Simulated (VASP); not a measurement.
A run of VASP 6.6.1 is set up as follows.

Contents of INCAR:

```
SYSTEM = Pd
PREC = Accurate
ENCUT = 600
EDIFF = 1E-6
ISMEAR = 0
SIGMA = 0.1
LREAL = .FALSE.
LASPH = .TRUE.
NELM = 80
ALGO = Fast
ISIF = 3
LWAVE = .FALSE.
LCHARG = .FALSE.
GGA = PS
IBRION = 2
NSW = 70
EDIFFG = -0.008
PSTRESS = 200.0
```

The input KPOINTS:

```
Automatic mesh
0
G
  18 18 6
  0 0 0
```

Contents of POSCAR:

```
Pd
1.0
    2.6591082884      0.0000000000      0.0000000000
   -1.3295541442      2.3028553292      0.0000000000
    0.0000000000      0.0000000000      8.7748426864
Pd
4
Direct
    0.0000000000      0.0000000000      0.0000000000
    0.3333333333      0.6666666667      0.2500000000
    0.0000000000      0.0000000000      0.5000000000
    0.6666666667      0.3333333333      0.7500000000
```

Potentials or basis: VASP PAW PBE potentials, release 64 (Pd).

The run is started by

```console
$ cat potpaw_PBE.64/Pd/POTCAR > POTCAR
$ mpirun -np 1 vasp_std > vasp.out
```

Estimate the relaxed volume.

13.44 Å³/atom.

Estimate the space group after relaxing (to 0.05 Å).

P6_3/mmc (No. 194).

Estimate the relaxed cell.

a = 2.660 Å, b = 2.660 Å, c = 8.776 Å, α = 90.00°, β = 90.00°, γ = 120.00°.

The path:
```csv
step,energy change (eV),largest force (eV/Å),pressure (GPa),volume (Å³)
1,0.0000,0.0000,20.21,53.73
2,-0.0173,0.0000,19.44,53.87
3,-0.0057,0.0000,20.00,53.78
```

Caveat: the cell is relaxed towards a set pressure, so the enthalpy falls and the energy may rise; the PAW data sets were made with another functional, which shifts forces and pressure a little.
